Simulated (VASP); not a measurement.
# CdTe: single point with PBEsol

CdTe:

```xyz
2
Lattice="0.0000 3.5691 3.2447 3.2447 0.0000 3.2447 3.2447 3.5691 0.0000" Properties=species:S:1:pos:R:3 pbc="T T T"
Cd    0.0000    0.0000    0.0000
Te    4.8670    5.3537    4.8670
```

This cell differs from its parent crystal: strain +0.1000 x Voigt [0, 1, 0, 0, 0, 0].

* Program: VASP 6.6.1
* Task: single point
* Functional: PBEsol
* Potentials or basis: VASP PAW PBE potentials, release 64 (Cd, Te)
* Cutoff: 520 eV
* k mesh: 8 × 8 × 8
* Occupations: gaussian, width 0.05 eV
* Spin: no spin polarisation
* Dipole correction: no
* Further INCAR settings: ALGO = Normal; EDIFF = 1e-06; NBANDS = 16

```json
{"Pressure": "-3.1 GPa", "Band gap on the k mesh": "0.23 eV, direct"}
```

Stress tensor (GPa, compression positive):
```
-2.41  0.00  0.00
 0.00 -4.51  0.00
 0.00  0.00 -2.41
```

Levels at points of the mesh, in eV from the valence-band top:
| k point | band 5 | band 6 | band 7 | band 8 | band 9 | band 10 | band 11 | band 12 | band 13 | band 14 |
| --- | --- | --- | --- | --- | --- | --- | --- | --- | --- | --- |
| (0.00, 0.00, 0.00) | -7.87 | -7.87 | -0.34 | 0.00 | 0.00 | 0.23 | 4.52 | 4.52 | 4.56 | 7.04 |
| (0.50, 0.00, 0.00) | -7.86 | -7.60 | -4.03 | -0.97 | -0.53 | 1.46 | 4.89 | 5.32 | 6.72 | 8.03 |
| (0.50, 0.50, 0.00) | -7.85 | -7.46 | -3.84 | -1.83 | -1.72 | 2.27 | 2.50 | 7.97 | 8.21 | 8.48 |
| (0.50, 0.00, 0.50) | -7.85 | -7.58 | -4.25 | -1.41 | -1.41 | 2.82 | 2.93 | 7.66 | 8.44 | 8.44 |

It took 26 s on 1 thread of Intel(R) Xeon(R) 6975P-C (Granite Rapids), on a shared host, peak memory 0.25 GiB.

Caveat: the cell differs from its parent crystal (strain +0.1000 x Voigt [0, 1, 0, 0, 0, 0]); the PAW data sets were made with another functional, which shifts forces and pressure a little; spin-orbit coupling is left out, which moves the levels of the heavy elements.
